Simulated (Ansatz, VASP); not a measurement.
Two plane-wave programs on Be6N

```
Be N
1.0
     3.82573    0.00000    0.00000
     0.00000    3.82573    0.00000
     0.00000    0.00000    3.82573
Be N
6 1
Direct
  0.50000 0.00000 0.00000
  0.00000 0.50000 0.00000
  0.00000 0.00000 0.50000
  0.00000 0.50000 0.50000
  0.50000 0.00000 0.50000
  0.50000 0.50000 0.00000
  0.50000 0.50000 0.50000
```

Alike in both runs: task relaxation of cell and atoms; functional PBE; k mesh 4 × 4 × 4; occupations gaussian, width 0.1 eV; no spin polarisation.

|  | VASP | Ansatz |
| --- | --- | --- |
| version | VASP 6.6.1 | Ansatz 0.2.0 |
| potentials or method | VASP PAW PBE potentials, release 64 (Be, N), cutoff 600 eV | scalar-relativistic, plane waves, PAW |
| valence electrons in the cell | 17 | 17 |

Ansatz gave:

- gap on the k mesh at the Fermi level, each at its own relaxed structure (eV): none
- relaxed volume (Å³/atom): 10.01
- relaxed length of the cell vector where the two differ most in proportion (Å): 4.122

Question: Which values does VASP return?

Answer: gap on the k mesh at the Fermi level, each at its own relaxed structure (eV): none; relaxed volume (Å³/atom): 10.08; relaxed length of the cell vector where the two differ most in proportion (Å): 4.132.

A gap of «none» marks a metal or a gap that the smearing closes.

The k mesh is coarse, so the values compare programs but aren't converged. Noted on VASP's run: the volume moved by over 15 % at a fixed basis, so the end points are rough.
